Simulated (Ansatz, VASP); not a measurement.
## Two plane-wave programs on BaF2

File INCAR:

```
ALGO = Normal
EDIFF = 1E-6
ENCUT = 600
GGA = PS
GGA_COMPAT = F
ISIF = 2
ISMEAR = 1
LASPH = T
LCHARG = F
LREAL = F
LWAVE = F
NBANDS = 19
NELM = 120
PREC = Accurate
SIGMA = 0.001
```

Contents of KPOINTS:

```
k-points
0
Gamma
  6 6 6
```

POSCAR

```
BaF2
1.0
    0.0000000000      3.0971612425      3.0971612425
    3.0971612425      0.0000000000      3.0971612425
    3.0971612425      3.0971612425      0.0000000000
Ba F
1 2
Direct
    0.0000000000      0.0000000000      0.0000000000
    0.2500000000      0.2500000000      0.2500000000
    0.7500000000      0.7500000000      0.7500000000
```

Input for Ansatz:

```yaml
crystal:
  lattice:
    - [0.0, 3.0971612425, 3.0971612425]
    - [3.0971612425, 0.0, 3.0971612425]
    - [3.0971612425, 3.0971612425, 0.0]
  atoms:
    - { symbol: Ba, position: [0.0, 0.0, 0.0] }
    - { symbol: F, position: [0.25, 0.25, 0.25] }
    - { symbol: F, position: [0.75, 0.75, 0.75] }
kpoints:
  mp_grid: { grid: [6, 6, 6] }
hamiltonian:
  xc: pbesol
scf:
  occupations: { method: methfessel_paxton, width: 0.001 }
  n_extra_bands: 4
output:
  forces: true
  stress: true
  eigenvalues: true
```

Alike in both runs: task single point; functional PBEsol; k mesh 6 × 6 × 6; occupations methfessel-paxton of order 1, width 0.001 eV; no spin polarisation.

|  | VASP | Ansatz |
| --- | --- | --- |
| version | VASP 6.6.1 | Ansatz 0.2.0 |
| potentials or method | VASP PAW PBE potentials, release 64 (Ba_sv, F) | plane waves |
| plane-wave cutoff (eV) | 600 | 420 |
| valence electrons in the cell | 24 | 24 |

Ansatz gave:

```
gap on the k mesh at the Fermi level (eV) : 6.74
pressure (GPa)                            : -1.6
```

Question: Estimate VASP's values.

Answer: gap on the k mesh at the Fermi level (eV): 6.65; pressure (GPa): -0.5.

VASP's potentials were made for PBE, not for PBEsol.

Spin-orbit coupling is off throughout.
